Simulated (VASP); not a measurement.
Input of a VASP 6.6.1 run:

Contents of POSCAR:

```
Al
1.0
    2.7610221547      0.0000000000      0.0000000000
   -1.3805110774      2.3911153264      0.0000000000
    0.0000000000      0.0000000000      2.7761655223
Al
1
Direct
    0.0000000000      0.0000000000      0.0000000000
```

The input INCAR.step1:

```
PREC = Accurate
ENCUT = 520
ISMEAR = 0
SIGMA = 0.1
LREAL = False
LASPH = True
NELM = 60
NBANDS = 8
GGA = PE
ALGO = Normal
EDIFF = 1E-4
LWAVE = True
LCHARG = False
```

The input INCAR.step2:

```
PREC = Accurate
ENCUT = 520
EDIFF = 1E-6
ISMEAR = 0
SIGMA = 0.1
LREAL = False
LASPH = True
NELM = 60
ALGO = Normal
ISIF = 2
LWAVE = False
LCHARG = False
METAGGA = R2SCAN
LMIXTAU = True
NBANDS = 8
ISTART = 1
```

KPOINTS

```
regular mesh
0
Gamma
  9 9 6
```

Potentials or basis: VASP PAW PBE potentials, release 64 (Al).

Launch:

```bash
$ cat potpaw_PBE.64/Al/POTCAR > POTCAR
$ cp INCAR.step1 INCAR
$ mpirun -np 1 vasp_std > vasp.out
$ cp INCAR.step2 INCAR
$ mpirun -np 1 vasp_std > vasp.out
```

**Question.** What does it give for the pressure?

**Answer.** -0.2 GPa.

Stress tensor (GPa, compression positive):
```
-0.17  0.00  0.00
 0.00 -0.17  0.00
 0.00  0.00 -0.26
```

Caveat: the k points lie up to 0.38 Å⁻¹ apart; the PAW data sets were made with another functional, which shifts forces and pressure a little.
